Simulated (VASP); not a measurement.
# BaZrP (P-6m2) in VASP: notebook

Runs on BaZrP. Level: PBE. Tasks: single point, relaxation of cell and atoms.

All numbers are computed with VASP 6.6.1; they aren't measurements. Logs are shortened: lines on timing, memory, paths and dates and some standing lists are left out, and cuts for length are marked.

**1. The cell of the first run**

The structure is hexagonal, space group P-6m2 (No. 187). Conventional cell: a = 4.484 Å, b = 4.484 Å, c = 4.475 Å, α = 90.00°, β = 90.00°, γ = 120.00°. Within 4.5 Å of Ba (site symmetry -6m2) lie 6 P at 3.42 Å and 6 Zr at 3.42 Å and 8 Ba at 4.47 to 4.48 Å. Zr (site symmetry -6m2) has 3 P at 2.59 Å and 6 Ba at 3.42 Å within 3.5 Å. Within 3.5 Å of P (site symmetry -6m2) lie 3 Zr at 2.59 Å and 6 Ba at 3.42 Å.

The cell was generated, and may not be a known phase.

**2. Single point, PBE**

Contents of INCAR:

```
SYSTEM = BaZrP
PREC = Accurate ; ENCUT = 520
EDIFF = 1E-6 ; ISMEAR = 0
SIGMA = 0.1 ; LREAL = .FALSE.
LASPH = .TRUE. ; NELM = 100
ALGO = Normal ; ISIF = 2
LWAVE = .FALSE. ; LCHARG = .FALSE.
GGA = PE ; NBANDS = 20
```

Contents of KPOINTS:

```
Automatic mesh
0
G
  6 6 4
  0 0 0
```

Contents of POSCAR:

```
BaZrP
1.0
    4.4839774400      0.0000000000      0.0000000000
   -2.2419887200      3.8832383700      0.0000000000
    0.0000000000      0.0000000000      4.4748502600
Ba Zr P
1 1 1
Direct
    0.6666666700      0.3333333300      0.0000000000
    0.0000000000      0.0000000000      0.5000000000
    0.3333333300      0.6666666700      0.5000000000
```

Potentials or basis: VASP PAW PBE potentials, release 64 (Ba_sv, Zr_sv, P).

Command:

```sh
$ cat potpaw_PBE.64/Ba_sv/POTCAR potpaw_PBE.64/Zr_sv/POTCAR potpaw_PBE.64/P/POTCAR > POTCAR
$ mpirun -np 1 vasp_std > vasp.out
```

OUTCAR:

```text
SYSTEM = BaZrP
   PREC = Accurate
   ENCUT = 520
   EDIFF = 1E-6
   ISMEAR = 0
   LREAL = .FALSE.
   LASPH = .TRUE.
   NELM = 100
   ISIF = 2
   GGA = PE

 ion  position               nearest neighbor table
   1  0.667  0.333  0.000-   3 3.42   3 3.42   2 3.42   2 3.42   3 3.42   3 3.42   2 3.42   2 3.42
                             2 3.42   2 3.42   3 3.42   3 3.42
   2  0.000  0.000  0.500-   3 2.59   3 2.59   3 2.59   1 3.42   1 3.42   1 3.42   1 3.42   1 3.42
                             1 3.42
   3  0.333  0.667  0.500-   2 2.59   2 2.59   2 2.59   1 3.42   1 3.42   1 3.42   1 3.42   1 3.42
                             1 3.42

  LATTYP: Found a hexagonal cell.
 ALAT       =     4.4839774400
 C/A-ratio  =     0.9979644902

  Lattice vectors:

 A1 = (   4.4839774400,   0.0000000000,   0.0000000000)
 A2 = (  -2.2419887200,   3.8832383700,   0.0000000000)
 A3 = (   0.0000000000,   0.0000000000,   4.4748502600)

Analysis of symmetry for initial positions (statically):
=====================================================================
 Subroutine PRICEL returns:
 Original cell was already a primitive cell.

 Routine SETGRP: Setting up the symmetry group for a
 hexagonal supercell.

 Subroutine GETGRP returns: Found 12 space group operations
 (whereof 12 operations were pure point group operations)
 out of a pool of 24 trial point group operations.

The static configuration has the point symmetry D_3h.

Analysis of symmetry for dynamics (positions and initial velocities):
=====================================================================
 Subroutine PRICEL returns:
 Original cell was already a primitive cell.

 Routine SETGRP: Setting up the symmetry group for a
 hexagonal supercell.

 Subroutine GETGRP returns: Found 12 space group operations
 (whereof 12 operations were pure point group operations)
 out of a pool of 24 trial point group operations.

The dynamic configuration has the point symmetry D_3h.

 Subroutine INISYM returns: Found 12 space group operations
 (whereof 12 operations are pure point group operations),
 and found     1 'primitive' translations

----------------------------------------------------------------------------------------

                                     Primitive cell

  volume of cell :      77.9177

  direct lattice vectors                    reciprocal lattice vectors
     4.483977440  0.000000000  0.000000000     0.223016287  0.128758513  0.000000000
    -2.241988720  3.883238370  0.000000000     0.000000000  0.257517027  0.000000000
[... 84 lines left out ...]
   LREAL  =      F    real-space projection
   EDIFFG = 0.1E-04   stopping-criterion for IOM
   NSW    =      0    number of steps for IOM
   IBRION =     -1    ionic relax: 0-MD 1-quasi-New 2-CG
   NFREE  =      0    steps in history (QN), initial steepest desc. (CG)
   ISIF   =      2    stress and relaxation
   ISYM   =      2    0-nonsym 1-usesym 2-fastsym
   POTIM  = 0.5000    time-step for ionic-motion
   TEBEG  =    0.0;   TEEND  =   0.0 temperature during run
   PSTRESS=    0.0 pullay stress
   NELECT =      27.0000    total number of electrons
   NUPDOWN=      -1.0000    fix difference up-down
   EMIN   =  10.00;   EMAX   =-10.00  energy-range for DOS
   EFERMI =   0.00;   METHOD = LEGACY
   ISMEAR =     0;   SIGMA  =   0.10  broadening in eV -4-tet -1-fermi 0-gaus
   EFERMI_NEDOS =   21; number of points for ismear=-14 and -15
   IALGO  =     38    algorithm
   IMIX   =      4    mixing-type and parameters
     AMIX     =   0.40;   BMIX     =  1.00
     AMIX_MAG =   1.60;   BMIX_MAG =  1.00
  volume/ion in A,a.u.               =      25.97       175.27
  Fermi-wavevector in a.u.,A,eV,Ry     =   1.149875  2.172949 17.989804  1.322213
  Thomas-Fermi vector in A             =   2.286542
   LORBIT       =      0    0 simple, 1 ext, 2 COOP (PROOUT), +10 PAW based schemes
   GGA     = PE    functional components
   LHFCALC =     F    Hartree Fock is set to
   AEXX    =    0.0000 exact exchange contribution
   IVDW    =     0    specifies the selected vdW correction
   LEPSILON=     F    determine dielectric tensor
   LRPA    =     F    only Hartree local field effects (RPA)
 non-spin polarized calculation
 Gauss-broadening in eV      SIGMA  =   0.10
  energy-cutoff  :      520.00
  volume of cell :       77.92
 maximum number of plane-waves:      2135
 NGX is ok and might be reduce to    36
   NGX = 17   NGY = 17   NGZ = 17

 number of electron      27.0000001 magnetization

 Free energy of the ion-electron system (eV)
  ---------------------------------------------------
  ext. energy  EPLUGINS =         0.00000000
  ---------------------------------------------------
  free energy    TOTEN  =       -16.88719099 eV

  energy without entropy =      -16.86491649  energy(sigma->0) =      -16.87605374

 E-fermi :   6.1342     XC(G=0): -10.0089

 val. band max:        6.1044162379   @ k =   0.0000   0.0000   0.2500
 cond. band min:       6.1601755175   @ k =   0.3333   0.0000   0.2500
 fundamental gap:      0.0557592796
 Fermi energy:         6.1341863254

 k-point     1 :       0.0000    0.0000    0.0000
  band No.  band energies     occupation
      1     -43.0019      2.00000
      2     -21.6457      2.00000
      3     -21.1288      2.00000
      4     -21.1288      2.00000
      5     -21.0813      2.00000
      6      -7.0017      2.00000
[... 472 lines left out ...]
     19      10.9793      0.00000
     20      11.1196      0.00000

------------------------ aborting loop because EDIFF is reached ----------------------------------------

  FORCE on cell =-STRESS in cart. coord.  units (eV):
  Direction    XX          YY          ZZ          XY          YZ          ZX
  --------------------------------------------------------------------------------------
  -------------------------------------------------------------------------------------
  Total        2.2711825      2.2711825      3.1726689      0.0000000      0.0000000      0.0000000
  in kB       46.7010485     46.7010484     65.2378085      0.0000000      0.0000000      0.0000000
  external PRESSURE =      52.8799685 kB  Pullay stress =       0.0000000 kB

 VOLUME and BASIS-vectors are now :
 -----------------------------------------------------------------------------
  energy-cutoff  :      520.00
  volume of cell :       77.92
      direct lattice vectors                 reciprocal lattice vectors
     4.483977440  0.000000000  0.000000000     0.223016287  0.128758513  0.000000000
    -2.241988720  3.883238370  0.000000000     0.000000000  0.257517027  0.000000000
     0.000000000  0.000000000  4.474850260     0.000000000  0.000000000  0.223471165

 POSITION                                       TOTAL-FORCE (eV/Angst)
 -----------------------------------------------------------------------------------
      2.24199      1.29441      0.00000         0.000000     -0.000000      0.000000
      0.00000      0.00000      2.23743        -0.000000      0.000000      0.000000
     -0.00000      2.58883      2.23743        -0.000000      0.000000      0.000000
 -----------------------------------------------------------------------------------
    total drift:                               -0.000009      0.000005      0.000000

  FREE ENERGIE OF THE ION-ELECTRON SYSTEM (eV)
  ---------------------------------------------------
  free  energy   TOTEN  =       -16.8871909915 eV

  energy  without entropy=      -16.8649164851  energy(sigma->0) =      -16.87605374
```

Wall time 58 s (1 thread of Intel Xeon 8259CL, shared host); peak memory 0.22 GiB.

What came out:

| Item | Value |
| --- | --- |
| Free energy | -16.8872 eV |
| Pressure | 5.3 GPa |
| Band gap on the k mesh | zero (an odd number of electrons rules out a gap without spin polarisation) |

Levels at points of the mesh, in eV from the Fermi level:
```
           k point  band 10  band 11  band 12  band 13  band 14  band 15  band 16  band 17  band 18  band 19
(0.00, 0.00, 0.00)    -3.59    -3.59    -2.08    -1.33     0.47     0.47     0.48     2.09     2.09     3.91
(0.50, 0.00, 0.00)    -4.29    -2.74    -2.39    -1.33    -0.33    -0.18     1.58     2.31     2.59     3.83
(0.00, 0.00, 0.50)    -3.85    -3.85    -3.57    -0.54    -0.54     1.38     2.16     2.70     2.70     3.43
(0.50, 0.00, 0.50)    -3.51    -3.25    -2.70     0.25     0.46     0.53     0.79     1.28     1.68     4.73
```

Caveat: the cell stands under pressure; spin-orbit coupling is left out, which moves the levels of the heavy elements.

(Part 1 of 3 ends here.)

The gap in the log of VASP goes by the Fermi energy; the results here count the filled bands.